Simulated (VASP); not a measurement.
## SiNi3: single point with PBE

Crystal: SiNi3.

```xyz
4
Lattice="3.5420 0.0000 0.0000 0.0000 3.5420 0.0000 0.0000 0.0000 3.5420" Properties=species:S:1:pos:R:3 pbc="T T T"
Ni    1.7710    1.7710    0.0000
Ni    1.7710    0.0000    1.7710
Ni    0.0000    1.7710    1.7710
Si    0.0000    0.0000    0.0000
```

```json
{
  "Program": "VASP 6.6.1",
  "Task": "single point",
  "Functional": "PBE",
  "Potentials or basis": "VASP PAW PBE potentials, release 64 (Ni, Si)",
  "Cutoff": "520 eV",
  "k mesh": "8 × 8 × 8",
  "Occupations": "fermi-dirac, width 0.05 eV",
  "Spin": "collinear spin, ferrimagnetic start",
  "Starting moments": "[0.63, -0.78, 0.95, 0.0] μB"
}
```

The pressure is -6.0 GPa. The band gap on the k mesh is zero (filled and empty bands overlap), the net moment is 0.00 μB per cell and the valence electrons inside the program's atomic spheres are Ni 9.40; Si 1.53.

Levels at points of the mesh, in eV from the Fermi level:
Spin up:
| k point | band 15 | band 16 | band 17 | band 18 | band 19 | band 20 |
| --- | --- | --- | --- | --- | --- | --- |
| (0.00, 0.00, 0.00) | -0.60 | -0.29 | 0.02 | 0.02 | 0.02 | 4.54 |
| (0.50, 0.00, 0.00) | -1.10 | -0.54 | 0.02 | 3.48 | 3.48 | 4.97 |
| (0.00, 0.50, 0.00) | -1.10 | -0.54 | 0.02 | 3.48 | 3.48 | 4.97 |
| (0.00, 0.00, 0.50) | -1.10 | -0.54 | 0.02 | 3.48 | 3.48 | 4.97 |
| (0.50, 0.50, 0.00) | -1.06 | -0.97 | -0.91 | 0.62 | 0.62 | 5.40 |
| (0.00, 0.50, 0.50) | -1.06 | -0.97 | -0.91 | 0.62 | 0.62 | 5.40 |
| (0.50, 0.00, 0.50) | -1.06 | -0.97 | -0.91 | 0.62 | 0.62 | 5.40 |
| (0.50, 0.50, 0.50) | -1.19 | -0.33 | -0.20 | -0.20 | -0.20 | 1.07 |
Spin down:
```
           k point  band 15  band 16  band 17  band 18  band 19  band 20
(0.00, 0.00, 0.00)    -0.60    -0.29     0.02     0.02     0.02     4.54
(0.50, 0.00, 0.00)    -1.10    -0.54     0.02     3.48     3.48     4.97
(0.00, 0.50, 0.00)    -1.10    -0.54     0.02     3.48     3.48     4.97
(0.00, 0.00, 0.50)    -1.10    -0.54     0.02     3.48     3.48     4.97
(0.50, 0.50, 0.00)    -1.06    -0.97    -0.91     0.62     0.62     5.40
(0.00, 0.50, 0.50)    -1.06    -0.97    -0.91     0.62     0.62     5.40
(0.50, 0.00, 0.50)    -1.06    -0.97    -0.91     0.62     0.62     5.40
(0.50, 0.50, 0.50)    -1.19    -0.33    -0.20    -0.20    -0.20     1.07
```

It used 230 s of CPU time on 1 thread of Intel(R) Xeon(R) Platinum 8488C (Sapphire Rapids) (shared host).
